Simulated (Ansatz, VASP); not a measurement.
HfGa2Te3: VASP beside Ansatz

```
CELL_PARAMETERS angstrom
6.87464 0.00000 0.00000
-3.43732 5.95361 0.00000
0.00000 0.00000 4.09890
ATOMIC_POSITIONS crystal
Hf 0.00000 0.00000 0.50000
Ga 0.66667 0.33333 0.50000
Ga 0.33333 0.66667 0.50000
Te 0.00000 0.50000 0.00000
Te 0.50000 0.50000 0.00000
Te 0.50000 0.00000 0.00000
```

Change from the starting cell: species swapped into the TbB2Ir3 type (P6/mmm, No. 191).

Alike in both runs: functional PBE; k mesh 3 × 3 × 4; occupations gaussian, width 0.1 eV; no spin polarisation.

Ansatz relaxed the structure, and its values are those at the end. VASP's run is a single point on that final structure, the one shown.

|  | VASP | Ansatz |
| --- | --- | --- |
| version | VASP 6.6.1 | Ansatz 0.2.0 |
| potentials or method | VASP PAW PBE potentials, release 64 (Hf_pv, Ga_d, Te), cutoff 520 eV | scalar-relativistic, plane waves, PAW |
| valence electrons in the cell | 54 | 100 |

|  | VASP | Ansatz | Ansatz less VASP |
| --- | --- | --- | --- |
| gap on the k mesh at the Fermi level (eV) | none | none | - |
| pressure (GPa) | -0.2 | -0.2 | 0.00 |

A gap of «none» marks a metal or a gap that the smearing closes. VASP's potentials hold 54 valence electrons a cell and Ansatz's 100, so a difference there can come from the potentials and not from the codes.

The k mesh is coarse, so the values compare programs but aren't converged. Neither program's run includes spin-orbit coupling.
